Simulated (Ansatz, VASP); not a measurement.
One calculation of BN, two programs

INCAR

```
PREC = Accurate
ENCUT = 520
EDIFF = 1E-6
ISMEAR = 0
SIGMA = 0.05
LREAL = False
LASPH = True
NELM = 80
ALGO = Normal
ISIF = 2
LWAVE = False
LCHARG = True
GGA = CA
LELF = True
LVHAR = True
NBANDS = 16
```

The input KPOINTS:

```
regular mesh
0
Gamma
  12 12 4
```

POSCAR

```
BN
1.0
    2.5039917043      0.0000000000      0.0000000000
   -1.2519958522      2.1685204268      0.0000000000
    0.0000000000      0.0000000000      6.6612000000
B N
2 2
Direct
    0.3782615972      0.6666666667      0.2500000000
    0.6666854997      0.3333333333      0.7500000000
    0.3333354746      0.6666666667      0.7500000000
    0.6319762897      0.3333333333      0.2500000000
```

Input for Ansatz:

```yaml
crystal:
  lattice:
    - [2.5039917043, 0.0, 0.0]
    - [-1.2519958522, 2.1685204268, 0.0]
    - [0.0, 0.0, 6.6612]
  atoms:
    - { symbol: B, position: [0.3782615972, 0.6666666667, 0.25] }
    - { symbol: B, position: [0.6666854997, 0.3333333333, 0.75] }
    - { symbol: "N", position: [0.3333354746, 0.6666666667, 0.75] }
    - { symbol: "N", position: [0.6319762897, 0.3333333333, 0.25] }
basis:
  ecutwfc: 420
kpoints:
  mp_grid: { grid: [12, 12, 4] }
hamiltonian:
  xc: lda
scf:
  occupations: { method: gaussian, width: 0.05 }
output:
  forces: true
  stress: true
  eigenvalues: true
```

Change from the starting cell: mode 9 (1350.8 1/cm) frozen in, largest displacement +0.113 Å.

Alike in both runs: task single point; functional LDA; k mesh 12 × 12 × 4; occupations gaussian, width 0.05 eV; no spin polarisation.

```csv
,VASP,Ansatz
version,VASP 6.6.1,Ansatz 0.2.0
potentials or method,"VASP PAW LDA potentials, release 64 (B, N), cutoff 520 eV","scalar-relativistic, plane waves, PAW"
valence electrons in the cell,16,16
```

```tsv
	VASP	Ansatz	Ansatz less VASP
gap on the k mesh at the Fermi level (eV)	2.73	2.75	+0.014
least direct gap on the mesh (eV)	4.04	4.05	+0.010
pressure (GPa)	3.4	3.1	-0.30
traceless stress, the component that is largest in VASP (GPa)	-13.24	-13.28	-0.038
rms of the force components (eV/Å)	3.601	3.617	+0.0165
```

LDA's correlation is that of Perdew and Zunger in VASP and of Perdew and Wang (1992) in Ansatz. Atom by atom the forces differ by 0.017 eV/Å (rms over components).
